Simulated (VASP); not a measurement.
Write the native input for VASP 6.6.1 that does the following.

```yaml
Task: single point
Functional: PBE
Potentials_or_basis: VASP PAW PBE potentials, release 64 (Ir)
Cutoff: 500 eV
k_mesh: 14 × 14 × 14
Occupations: fermi-dirac, width 0.1 eV
Spin: no spin polarisation
Dipole_correction: no
Further_INCAR_settings: ALGO = Normal; EDIFF = 1e-06; NBANDS = 10
```

The structure of Ir lies in POSCAR:

```
Ir
1.0
   -1.5557685081      1.5557685081      1.5557685081
    1.5557685081     -1.5557685081      1.5557685081
    1.5557685081      1.5557685081     -1.5557685081
Ir
1
Direct
    0.0000000000      0.0000000000      0.0000000000
```

One way to write it, as run:

INCAR

```
PREC = Accurate ; ENCUT = 500
EDIFF = 1E-6 ; ISMEAR = -1
SIGMA = 0.1 ; LREAL = False
LASPH = True ; NELM = 120
ALGO = Normal ; ISIF = 2
LWAVE = False ; LCHARG = False
GGA = PE ; NBANDS = 10
GGA_COMPAT = False
```

KPOINTS

```
regular mesh
0
Gamma
  14 14 14
```

Potentials or basis: VASP PAW PBE potentials, release 64 (Ir).

Run with:

```sh
$ cat potpaw_PBE.64/Ir/POTCAR > POTCAR
$ mpirun -np 1 vasp_std > vasp.out
```

Results of the run:

- Pressure: 0.4 GPa

Run time: 26 s on 1 thread of Intel Xeon 8259CL, with other jobs on the host, peak memory 0.14 GiB.
